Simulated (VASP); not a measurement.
Cd, 1 atom in the cell. The structure is hexagonal, space group P6/mmm (No. 191). The conventional cell has a = 2.803 Å, b = 2.803 Å, c = 2.819 Å, α = 90.00°, β = 90.00°, γ = 120.00°. Cd (site symmetry 6/mmm) has 8 Cd at 2.80 to 2.82 Å within 3.7 Å.  This cell differs from its parent crystal: volume scaled by 0.76.

- Program: VASP 6.6.1
- Task: single point
- Functional: PBE
- Potentials or basis: VASP PAW PBE potentials, release 64 (Cd)
- Cutoff: 520 eV
- k mesh: 14 × 14 × 13
- Occupations: fermi-dirac, width 0.1 eV
- Spin: no spin polarisation
- Dipole correction: no
- Further INCAR settings: ALGO = Normal; EDIFF = 1e-06; NBANDS = 12

Potentials or basis: VASP PAW PBE potentials, release 64 (Cd).

Command:

```console
$ cat potpaw_PBE.64/Cd/POTCAR > POTCAR
$ mpirun -np 1 vasp_std > vasp.out
```

Hardware: 1 thread of Intel(R) Xeon(R) 6975P-C (Granite Rapids), with other jobs on the host.

Q: Estimate the wall time of this run.

A: Run time: 11 s on 1 thread of Intel(R) Xeon(R) 6975P-C (Granite Rapids), with other jobs on the host, peak memory 0.16 GiB. Counts: scf iterations 11, k points 168.
